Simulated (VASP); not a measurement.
Write the native input for VASP 6.6.1 that does the following.

```yaml
Task: single point
Functional: r2SCAN
Potentials_or_basis: VASP PAW PBE potentials, release 64 (Ag, N, Ti_sv)
Cutoff: 520 eV
k_mesh: 5 × 5 × 5
Occupations: methfessel-paxton, width 0.05 eV
Spin: no spin polarisation
Dipole_correction: no
Further_INCAR_settings: ALGO = Normal; EDIFF = 1e-06; NBANDS = 34
```

Crystal: Ti3AgN.

```
Ag N Ti
1.0
     4.12968    0.00000    0.00000
     0.00000    4.12968    0.00000
     0.00000    0.00000    4.12968
Ag N Ti
1 1 3
Direct
  0.00000 0.00000 0.00000
  0.50000 0.50000 0.50000
  0.00000 0.50000 0.50000
  0.50000 0.00000 0.50000
  0.50000 0.50000 0.00000
```

One way to write it, as run:

POSCAR

```
Ti3AgN
1.0
    4.1296838848      0.0000000000      0.0000000000
    0.0000000000      4.1296838848      0.0000000000
    0.0000000000      0.0000000000      4.1296838848
Ag N Ti
1 1 3
Direct
    0.0000000000      0.0000000000      0.0000000000
    0.5000000000      0.5000000000      0.5000000000
    0.0000000000      0.5000000000      0.5000000000
    0.5000000000      0.0000000000      0.5000000000
    0.5000000000      0.5000000000      0.0000000000
```

INCAR.step1

```
SYSTEM = Ti3AgN
PREC = Accurate
ENCUT = 520
ISMEAR = 1
SIGMA = 0.05
LREAL = .False.
LASPH = .True.
NELM = 100
NBANDS = 34
GGA = PE
ALGO = Normal
EDIFF = 1E-4
LWAVE = .True.
LCHARG = .False.
```

INCAR.step2

```
SYSTEM = Ti3AgN
PREC = Accurate
ENCUT = 520
EDIFF = 1E-6
ISMEAR = 1
SIGMA = 0.05
LREAL = .False.
LASPH = .True.
NELM = 100
ALGO = Normal
ISIF = 2
LWAVE = .False.
LCHARG = .True.
METAGGA = R2SCAN
LMIXTAU = .True.
LELF = .True.
LVHAR = .True.
NBANDS = 34
ISTART = 1
```

KPOINTS

```
regular mesh
0
Gamma
  5 5 5
  0 0 0
```

Potentials or basis: VASP PAW PBE potentials, release 64 (Ag, N, Ti_sv).

Run with:

```console
$ cat potpaw_PBE.64/Ag/POTCAR potpaw_PBE.64/N/POTCAR potpaw_PBE.64/Ti_sv/POTCAR > POTCAR
$ cp INCAR.step1 INCAR
$ mpirun -np 1 vasp_std > vasp.out
$ cp INCAR.step2 INCAR
$ mpirun -np 1 vasp_std > vasp.out
```

It gave:

```yaml
Pressure: 0.7 GPa
Band_gap_on_the_k_mesh: zero (band 26 reaches 9.66 eV, above the bottom of band 27 at 8.88 eV)
```

Caveat: the PAW data sets were made with another functional, which shifts forces and pressure a little.

Run time: 76 s on 1 thread of AMD EPYC 9R45 96-Core Processor (Zen 5), with other jobs on the host, peak memory 0.16 GiB.
